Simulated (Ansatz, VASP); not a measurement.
**YSe: VASP beside Ansatz**

```xyz
2
Lattice="-0.0288 2.8606 2.8606 2.8606 -0.0288 2.8606 2.8606 2.8606 -0.0288" Properties=species:S:1:pos:R:3 pbc="T T T"
Y     0.0000    0.0000    0.0000
Se    2.8463    2.8463    2.8463
```

Change from the starting cell: equal xy, yz and zx shear strains of -1 %, crystal datasets.

Alike in both runs: task electric field gradients; functional LDA; k mesh 7 × 7 × 7; occupations fermi-dirac, width 0.03 eV; no spin polarisation.

|  | VASP | Ansatz |
| --- | --- | --- |
| version | VASP 6.6.1 | Ansatz 0.2.0 |
| potentials or method | VASP PAW LDA potentials, release 64 (Y_sv, Se), cutoff 520 eV | all-electron PAW with datasets made for the crystal, scalar-relativistic |

```csv
,VASP,Ansatz,Ansatz less VASP
pressure (GPa),-4.5,-4.6,-0.13
"traceless stress, the component that is largest in VASP (GPa)",0.06,0.06,+0.002
size of Vzz on the site where it differs most (V/Å²),4.4,4.6,+0.20
```

LDA's correlation is that of Perdew and Zunger in VASP and of Perdew and Wang (1992) in Ansatz. Ansatz ran all-electron here, and VASP with PAW potentials.
